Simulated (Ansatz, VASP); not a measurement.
Two plane-wave programs on SbPb

INCAR

```
PREC     = Accurate       # precision mode
ENCUT    = 520            # plane-wave cutoff, eV
EDIFF    = 1E-6           # SCF threshold, eV
ISMEAR   = 0              # smearing method
SIGMA    = 0.15           # smearing width, eV
LREAL    = F              # projectors in reciprocal space
LASPH    = T              # aspherical terms in the spheres
NELM     = 100            # most SCF steps
ALGO     = Fast           # electronic algorithm
ISIF     = 2              # what is computed and relaxed
LWAVE    = F              # write WAVECAR
LCHARG   = T              # write CHGCAR
GGA      = CA             # functional
LELF     = T              # ELF
LVHAR    = T            
NBANDS   = 16             # bands
```

File KPOINTS:

```
regular mesh
0
Gamma
  14 14 14
```

Contents of POSCAR:

```
SbPb
1.0
    0.0000000000      3.2410563984      2.9914950557
    3.2410563984      0.0000000000      2.9914950557
    3.2410563984      3.2410563984      0.0000000000
Sb Pb
1 1
Direct
    0.5000000000      0.5000000000      0.5000000000
    0.0000000000      0.0000000000      0.0000000000
```

Input for Ansatz:

```yaml
crystal:
  lattice:
    - [0.0, 3.2410563984, 2.9914950557]
    - [3.2410563984, 0.0, 2.9914950557]
    - [3.2410563984, 3.2410563984, 0.0]
  atoms:
    - { symbol: Sb, position: [0.5, 0.5, 0.5] }
    - { symbol: Pb, position: [0.0, 0.0, 0.0] }
basis:
  ecutwfc: 420
kpoints:
  mp_grid: { grid: [14, 14, 14] }
hamiltonian:
  xc: lda
scf:
  occupations: { method: gaussian, width: 0.15 }
output:
  forces: true
  stress: true
  eigenvalues: true
```

Alike in both runs: task single point; functional LDA; k mesh 14 × 14 × 14; occupations gaussian, width 0.15 eV; no spin polarisation.

|  | VASP | Ansatz |
| --- | --- | --- |
| version | VASP 6.6.1 | Ansatz 0.2.0 |
| potentials or method | VASP PAW LDA potentials, release 64 (Sb, Pb_d), cutoff 520 eV | scalar-relativistic, plane waves, PAW |
| valence electrons in the cell | 19 | 29 |

|  | VASP | Ansatz | Ansatz less VASP |
| --- | --- | --- | --- |
| gap on the k mesh at the Fermi level (eV) | none | none | - |
| pressure (GPa) | -1.8 | -1.8 | -0.04 |
| traceless stress, the component that is largest in VASP (GPa) | 5.27 | 5.22 | -0.048 |

LDA's correlation is that of Perdew and Zunger in VASP and of Perdew and Wang (1992) in Ansatz. A gap of «none» marks a metal or a gap that the smearing closes. VASP's potentials hold 19 valence electrons a cell and Ansatz's 29, so a difference there can come from the potentials and not from the codes.

Neither program's run includes spin-orbit coupling.
